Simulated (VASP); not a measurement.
## LiBr: single point with PBEsol

Crystal: LiBr.

```
CELL_PARAMETERS angstrom
0.00000 2.74450 2.74450
2.74450 0.00000 2.74450
2.74450 2.74450 0.00000
ATOMIC_POSITIONS crystal
Li 0.00000 0.00000 0.00000
Br 0.50000 0.50000 0.50000
```

| Quantity | Value |
| --- | --- |
| Program | VASP 6.6.1 |
| Task | single point |
| Functional | PBEsol |
| Potentials or basis | VASP PAW PBE potentials, release 64 (Li_sv, Br) |
| Cutoff | 750 eV |
| k mesh | 10 × 10 × 10 |
| Occupations | gaussian, width 0.05 eV |
| Spin | no spin polarisation |

The pressure is -1.1 GPa and the band gap on the k mesh is 4.79 eV, indirect (the least direct gap lies 3.4 meV higher).

Levels at points of the mesh, in eV from the valence-band top:
```
           k point  band 2  band 3  band 4  band 5  band 6  band 7  band 8  band 9
(0.00, 0.00, 0.00)  -13.48    0.00    0.00    0.00    4.79   10.39   10.39   10.39
(0.50, 0.00, 0.00)  -13.00   -2.96   -0.27   -0.27    5.46    8.03    8.03   11.72
(0.50, 0.50, 0.00)  -12.80   -2.97   -1.17   -1.17    6.16    6.93   11.54   12.39
```

It took 35 s on 1 thread of AMD EPYC 7R43 64-Core Processor (Zen 3), on a shared host, peak memory 0.17 GiB.

Caveat: the PAW data sets were made with another functional, which shifts forces and pressure a little. A k mesh can miss the band edges.
